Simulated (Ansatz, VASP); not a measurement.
# One calculation of BeNi, two programs

INCAR

```
PREC = Accurate ; ENCUT = 520
EDIFF = 1E-6 ; ISMEAR = -1
SIGMA = 0.15 ; LREAL = F
LASPH = T ; NELM = 150
ALGO = Normal ; ISIF = 2
LWAVE = F ; LCHARG = T
ISPIN = 2 ; MAGMOM = 0 1
LORBIT = 11 ; LMAXMIX = 4
GGA = CA ; LELF = T
LVHAR = T ; NBANDS = 17
```

File KPOINTS:

```
regular mesh
0
Gamma
  3 3 3
```

File POSCAR:

```
BeNi
1.0
    2.5869995900      0.0000000000      0.0000000000
    0.0000000000      2.5869995900      0.0000000000
    0.0000000000      0.0000000000      2.5869995900
Be Ni
1 1
Direct
    0.0000000000      0.0000000000      0.0000000000
    0.5000000000      0.5000000000      0.5000000000
```

Input for Ansatz:

```yaml
crystal:
  lattice:
    - [2.58699959, 0.0, 0.0]
    - [0.0, 2.58699959, 0.0]
    - [0.0, 0.0, 2.58699959]
  atoms:
    - { symbol: Be, position: [0.0, 0.0, 0.0], spin: 0.0 }
    - { symbol: Ni, position: [0.5, 0.5, 0.5], spin: 1.0 }
kpoints:
  mp_grid:
    grid: [3, 3, 3]
hamiltonian:
  xc: lda
magnetization:
  spin_polarized: true
scf:
  occupations:
    method: fermi_dirac
    width: 0.15
```

Alike in both runs: task single point; functional LDA; k mesh 3 × 3 × 3; occupations fermi-dirac, width 0.15 eV; collinear spin.

|  | VASP | Ansatz |
| --- | --- | --- |
| version | VASP 6.6.1 | Ansatz 0.2.0 |
| potentials or method | VASP PAW LDA potentials, release 64 (Be, Ni) | plane waves, PAW |
| plane-wave cutoff (eV) | 520 | 420 |
| valence electrons in the cell | 12 | 20 |

|  | VASP | Ansatz | Ansatz less VASP |
| --- | --- | --- | --- |
| net moment per atom (μB) | 0.00 | 0.00 | 0.000 |

LDA's correlation is that of Perdew and Zunger in VASP and of Perdew and Wang (1992) in Ansatz. VASP's potentials hold 12 valence electrons a cell and Ansatz's 20, so a difference there can come from the potentials and not from the codes. Ansatz's warnings: seeded moment not kept.

The k mesh is coarse, so the values compare programs but aren't converged.
